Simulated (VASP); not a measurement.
Here is a VASP 6.6.1 calculation.

INCAR

```
SYSTEM = Cu4H
ALGO     = Normal         ! electronic algorithm
EDIFF    = 1E-6           ! SCF threshold, eV
ENCUT    = 520            ! plane-wave cutoff, eV
GGA      = PE             ! functional
ISIF     = 2              ! what is computed and relaxed
ISMEAR   = 0              ! smearing method
LASPH    = .True.         ! aspherical terms in the spheres
LCHARG   = .False.        ! write CHGCAR
LREAL    = .False.        ! projectors in reciprocal space
LWAVE    = .False.        ! write WAVECAR
NBANDS   = 30             ! bands
NELM     = 80             ! most SCF steps
PREC     = Accurate       ! precision mode
SIGMA    = 0.1            ! smearing width, eV
```

Contents of KPOINTS:

```
k-points
0
Gamma
  6 6 6
  0 0 0
```

File POSCAR:

```
Cu4H
1.0
   -2.4570731700      2.4570731700      2.4570731700
    2.4570731700     -2.4570731700      2.4570731700
    2.4570731700      2.4570731700     -2.4570731700
Cu H
4 1
Direct
    0.0000000000      0.0000000000      0.5000000000
    0.5000000000      0.0000000000      0.0000000000
    0.0000000000      0.5000000000      0.0000000000
    0.5000000000      0.5000000000      0.5000000000
    0.0000000000      0.0000000000      0.0000000000
```

Potentials or basis: VASP PAW PBE potentials, release 64 (Cu, H).

Command:

```console
$ cat potpaw_PBE.64/Cu/POTCAR potpaw_PBE.64/H/POTCAR > POTCAR
$ mpirun -np 1 vasp_std > vasp.out
```

(1) Predict the pressure.

## Answers

(1) -4.2 GPa.
